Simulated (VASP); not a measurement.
PbO2, 6 atoms in the cell. It takes space group P4_2/mnm (No. 136, tetragonal). The conventional cell has a = 5.133 Å, b = 5.133 Å, c = 3.328 Å, α = 90.00°, β = 90.00°, γ = 90.00°. Pb (site symmetry mmm) has 6 O at 2.17 to 2.24 Å within 2.9 Å. O (site symmetry m2m) has 3 Pb at 2.17 to 2.24 Å and 1 O at 2.78 Å within 2.9 Å.  This cell differs from its parent crystal: epitaxial xy strain +3.0%.

- Program: VASP 6.6.1
- Task: single point
- Functional: r2SCAN
- Potentials or basis: VASP PAW PBE potentials, release 64 (Pb_d, O)
- Cutoff: 520 eV
- k mesh: 6 × 6 × 8
- Occupations: fermi-dirac, width 0.02 eV
- Spin: no spin polarisation
- Dipole correction: no
- Further INCAR settings: ALGO = Normal; EDIFF = 1e-07; NBANDS = 35

Potentials or basis: VASP PAW PBE potentials, release 64 (Pb_d, O).

Command:

```bash
$ cat potpaw_PBE.64/Pb_d/POTCAR potpaw_PBE.64/O/POTCAR > POTCAR
$ cp INCAR.step1 INCAR
$ mpirun -np 1 vasp_std > vasp.out
$ cp INCAR.step2 INCAR
$ mpirun -np 1 vasp_std > vasp.out
```

Hardware: 1 thread of Intel(R) Xeon(R) Platinum 8488C (Sapphire Rapids), on a shared host.

**Question.** How long does it take, and how much memory?

**Answer.** It took 6.2 min on 1 thread of Intel(R) Xeon(R) Platinum 8488C (Sapphire Rapids), on a shared host, peak memory 0.29 GiB. Counts: k points 50.
